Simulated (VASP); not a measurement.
# SnO2 (SnO2 (P4_2/mnm)) (P4_2/mnm) in VASP: single point with PBE

Aim: the single point of SnO2 (SnO2 (P4_2/mnm)) with PBE.

All numbers are computed with VASP 6.6.1; they aren't measurements. Logs are shortened: lines on timing, memory, paths and dates and some standing lists are left out, and cuts for length are marked.

## Step 1: The cell of the first run

It takes space group P4_2/mnm (No. 136, tetragonal). The conventional cell has a = 4.827 Å, b = 4.827 Å, c = 3.238 Å, α = 90.00°, β = 90.00°, γ = 90.00°. Sn (site symmetry mmm) has 6 O at 2.09 Å within 2.8 Å. Within 2.8 Å of O (site symmetry m2m) lie 3 Sn at 2.09 Å and 1 O at 2.64 Å.

## Step 2: Single point, PBE

Contents of INCAR:

```
  PREC = Accurate
  ENCUT = 520
  EDIFF = 1E-6
  ISMEAR = 0
  SIGMA = 0.01
  LREAL = Auto
  LASPH = True
  NELM = 60
  ALGO = Normal
  ISIF = 2
  LWAVE = False
  LCHARG = True
  GGA = PE
  LELF = True
  LVHAR = True
  NBANDS = 122
```

Contents of KPOINTS:

```
Automatic mesh
0
Gamma
  1 1 1
```

Contents of POSCAR:

```
SnO2
1.0
    4.8274600320      4.8274600320      0.0000000000
   -4.8274600320      4.8274600320      0.0000000000
    0.0000000000      0.0000000000      6.4759066843
Sn O
8 16
Direct
    0.0000000000      0.5000000000      0.2500000000
    0.5000000000      0.0000000000      0.2500000000
    0.0000000000      0.0000000000      0.0000000000
    0.5000000000      0.5000000000      0.0000000000
    0.0000000000      0.5000000000      0.7500000000
    0.5000000000      0.0000000000      0.7500000000
    0.0000000000      0.0000000000      0.5000000000
    0.5000000000      0.5000000000      0.5000000000
    0.0000000000      0.8065971048      0.2500000000
    0.5000000000      0.3065971048      0.2500000000
    0.0000000000      0.1934028952      0.2500000000
    0.5000000000      0.6934028952      0.2500000000
    0.3065971048      0.0000000000      0.0000000000
    0.8065971048      0.5000000000      0.0000000000
    0.1934028952      0.5000000000      0.0000000000
    0.6934028952      0.0000000000      0.0000000000
    0.0000000000      0.8065971048      0.7500000000
    0.5000000000      0.3065971048      0.7500000000
    0.0000000000      0.1934028952      0.7500000000
    0.5000000000      0.6934028952      0.7500000000
    0.3065971048      0.0000000000      0.5000000000
    0.8065971048      0.5000000000      0.5000000000
    0.1934028952      0.5000000000      0.5000000000
    0.6934028952      0.0000000000      0.5000000000
```

Potentials or basis: VASP PAW PBE potentials, release 64 (Sn_d, O).

Started as:

```sh
> cat potpaw_PBE.64/Sn_d/POTCAR potpaw_PBE.64/O/POTCAR > POTCAR
> mpirun -np 1 vasp_gam > vasp.out
```

OUTCAR:

```text
PREC = Accurate
   ENCUT = 520
   EDIFF = 1E-6
   ISMEAR = 0
   LREAL = Auto
   LASPH = True
   NELM = 60
   ISIF = 2
   GGA = PE

 ion  position               nearest neighbor table
   1  0.000  0.500  0.250-  14 2.09  15 2.09  22 2.09  23 2.09   9 2.09  11 2.09   5 3.24   5 3.24

   2  0.500  0.000  0.250-  13 2.09  16 2.09  21 2.09  24 2.09  10 2.09  12 2.09   6 3.24   6 3.24

   3  0.000  0.000  0.000-   9 2.09  11 2.09  17 2.09  19 2.09  13 2.09  16 2.09   7 3.24   7 3.24
[... 34 lines left out ...]
 A1 = (   4.8274600320,   4.8274600320,   0.0000000000)
 A2 = (  -4.8274600320,   4.8274600320,   0.0000000000)
 A3 = (   0.0000000000,   0.0000000000,   6.4759066843)

Analysis of symmetry for initial positions (statically):
=====================================================================
 Subroutine PRICEL returns following result:

  LATTYP: Found a simple tetragonal cell.
 ALAT       =     4.8274600320
 C/A-ratio  =     0.6707364371

  Lattice vectors:

 A1 = (   4.8274600320,   0.0000000000,   0.0000000000)
 A2 = (   0.0000000000,   4.8274600320,   0.0000000000)
 A3 = (   0.0000000000,   0.0000000000,   3.2379533421)

   4 primitive cells build up your supercell.

 Routine SETGRP: Setting up the symmetry group for a
 simple tetragonal supercell.

 Subroutine GETGRP returns: Found 16 space group operations
 (whereof  8 operations were pure point group operations)
 out of a pool of 16 trial point group operations.

The static configuration has the point symmetry D_2h.
 The point group associated with its full space group is D_4h.

Analysis of symmetry for dynamics (positions and initial velocities):
=====================================================================
 Subroutine PRICEL returns following result:

  LATTYP: Found a simple tetragonal cell.
 ALAT       =     4.8274600320
 C/A-ratio  =     0.6707364371

  Lattice vectors:

 A1 = (   4.8274600320,   0.0000000000,   0.0000000000)
 A2 = (   0.0000000000,   4.8274600320,   0.0000000000)
 A3 = (   0.0000000000,   0.0000000000,   3.2379533421)

   4 primitive cells build up your supercell.

 Routine SETGRP: Setting up the symmetry group for a
 simple tetragonal supercell.

[... 89 lines left out ...]
   EDIFF  = 0.1E-05   stopping-criterion for ELM
   LREAL  =      T    real-space projection
   EDIFFG = 0.1E-04   stopping-criterion for IOM
   NSW    =      0    number of steps for IOM
   IBRION =     -1    ionic relax: 0-MD 1-quasi-New 2-CG
   NFREE  =      0    steps in history (QN), initial steepest desc. (CG)
   ISIF   =      2    stress and relaxation
   ISYM   =      2    0-nonsym 1-usesym 2-fastsym
   POTIM  = 0.5000    time-step for ionic-motion
   TEBEG  =    0.0;   TEEND  =   0.0 temperature during run
   PSTRESS=    0.0 pullay stress
   NELECT =     208.0000    total number of electrons
   NUPDOWN=      -1.0000    fix difference up-down
   EMIN   =  10.00;   EMAX   =-10.00  energy-range for DOS
   EFERMI =   0.00;   METHOD = LEGACY
   ISMEAR =     0;   SIGMA  =   0.01  broadening in eV -4-tet -1-fermi 0-gaus
   EFERMI_NEDOS =   21; number of points for ismear=-14 and -15
   IALGO  =     38    algorithm
   IMIX   =      4    mixing-type and parameters
     AMIX     =   0.40;   BMIX     =  1.00
     AMIX_MAG =   1.60;   BMIX_MAG =  1.00
  volume/ion in A,a.u.               =      12.58        84.87
  Fermi-wavevector in a.u.,A,eV,Ry     =   1.446017  2.732575 28.449294  2.090964
  Thomas-Fermi vector in A             =   2.564133
   LORBIT       =      0    0 simple, 1 ext, 2 COOP (PROOUT), +10 PAW based schemes
   GGA     = PE    functional components
   LHFCALC =     F    Hartree Fock is set to
   AEXX    =    0.0000 exact exchange contribution
   IVDW    =     0    specifies the selected vdW correction
   LEPSILON=     F    determine dielectric tensor
   LRPA    =     F    only Hartree local field effects (RPA)
 non-spin polarized calculation
 Gauss-broadening in eV      SIGMA  =   0.01
  energy-cutoff  :      520.00
  volume of cell :      301.83
 maximum number of plane-waves:      4061
 NGX is ok and might be reduce to    50
   NGX = 25   NGY = 25   NGZ = 25

 number of electron     208.0000089 magnetization

 Free energy of the ion-electron system (eV)
  ---------------------------------------------------
  ext. energy  EPLUGINS =         0.00000000
  ---------------------------------------------------
  free energy    TOTEN  =      -146.23922578 eV

  energy without entropy =     -146.23922578  energy(sigma->0) =     -146.23922578

 E-fermi :   5.7594     XC(G=0): -10.9490

 val. band max:        5.6392415934   @ k =   0.0000   0.0000   0.0000
 cond. band min:       6.2261059955   @ k =   0.0000   0.0000   0.0000
 fundamental gap:      0.5868644020
 Fermi energy:         5.7594456898

 k-point     1 :       0.0000    0.0000    0.0000
  band No.  band energies     occupation
      1     -15.5282      2.00000
      2     -15.3415      2.00000
      3     -15.3415      2.00000
      4     -15.3319      2.00000
      5     -15.3319      2.00000
      6     -15.2909      2.00000
[... 108 lines left out ...]
    115      12.7282      0.00000
    116      12.7282      0.00000
 [bands above 116 left out]

------------------------ aborting loop because EDIFF is reached ----------------------------------------

  FORCE on cell =-STRESS in cart. coord.  units (eV):
  Direction    XX          YY          ZZ          XY          YZ          ZX
  --------------------------------------------------------------------------------------
  -------------------------------------------------------------------------------------
  Total        0.8953554      0.8953554     -3.4171196      0.0000000      0.0000000      0.0000000
  in kB        4.7526749      4.7526749    -18.1385602      0.0000000      0.0000000      0.0000000
  external PRESSURE =      -2.8777368 kB  Pullay stress =       0.0000000 kB

 VOLUME and BASIS-vectors are now :
 -----------------------------------------------------------------------------
  energy-cutoff  :      520.00
  volume of cell :      301.83
      direct lattice vectors                 reciprocal lattice vectors
     4.827460032  4.827460032  0.000000000     0.103574136  0.103574136  0.000000000
    -4.827460032  4.827460032  0.000000000    -0.103574136  0.103574136  0.000000000
     0.000000000  0.000000000  6.475906684     0.000000000  0.000000000  0.154418531

 POSITION                                       TOTAL-FORCE (eV/Angst)
 -----------------------------------------------------------------------------------
     -2.41373      2.41373      1.61898         0.000000      0.000000     -0.000000
      2.41373      2.41373      1.61898         0.000000      0.000000     -0.000000
      0.00000      0.00000      0.00000         0.000000      0.000000     -0.000000
      0.00000      4.82746      0.00000         0.000000      0.000000     -0.000000
     -2.41373      2.41373      4.85693         0.000000      0.000000     -0.000000
      2.41373      2.41373      4.85693         0.000000      0.000000     -0.000000
[... 16 lines left out ...]
     -1.48009      3.34737      3.23795        -0.060084     -0.060084     -0.000000
      3.34737      3.34737      3.23795        -0.060084     -0.060084     -0.000000
 -----------------------------------------------------------------------------------
    total drift:                               -0.000000      0.000000      0.000000

  FREE ENERGIE OF THE ION-ELECTRON SYSTEM (eV)
  ---------------------------------------------------
  free  energy   TOTEN  =      -146.2392257823 eV

  energy  without entropy=     -146.2392257823  energy(sigma->0) =     -146.23922578
```

stdout:

```text
POSCAR found type information on POSCAR SnO
 POSCAR found :  2 types and      24 ions
 scaLAPACK will be used
 LDA part: xc-table for (Slater+PW92), standard interpolation
 POSCAR, INCAR and KPOINTS ok, starting setup
 FFT: planning ... GRIDC
 FFT: planning ... GRID_SOFT
 FFT: planning ... GRID
 WAVECAR not read
 entering main loop
```

Run time: 2.4 min. Hardware: 1 thread of AMD EPYC 7R13, shared host; peak memory 0.3 GiB.

Results:

- Free energy: -146.2392 eV
- Pressure: -0.3 GPa
- Largest force: 0.085 eV/Å
- Band gap on the k mesh: 0.59 eV

Forces in eV/Å, atoms in the order of the input:
```
Sn   0.000  0.000  0.000
Sn   0.000  0.000  0.000
Sn   0.000  0.000  0.000
Sn   0.000  0.000  0.000
Sn   0.000  0.000  0.000
Sn   0.000  0.000  0.000
Sn   0.000  0.000  0.000
Sn   0.000  0.000  0.000
O   -0.060  0.060  0.000
O   -0.060  0.060  0.000
O    0.060 -0.060  0.000
O    0.060 -0.060  0.000
O    0.060  0.060  0.000
O    0.060  0.060  0.000
O   -0.060 -0.060  0.000
O   -0.060 -0.060  0.000
O   -0.060  0.060  0.000
O   -0.060  0.060  0.000
O    0.060 -0.060  0.000
O    0.060 -0.060  0.000
O    0.060  0.060  0.000
O    0.060  0.060  0.000
O   -0.060 -0.060  0.000
O   -0.060 -0.060  0.000
```

Caveat: the k points lie up to 0.97 Å⁻¹ apart; spin-orbit coupling is left out, which moves the levels of the heavy elements. A k mesh can miss the band edges.
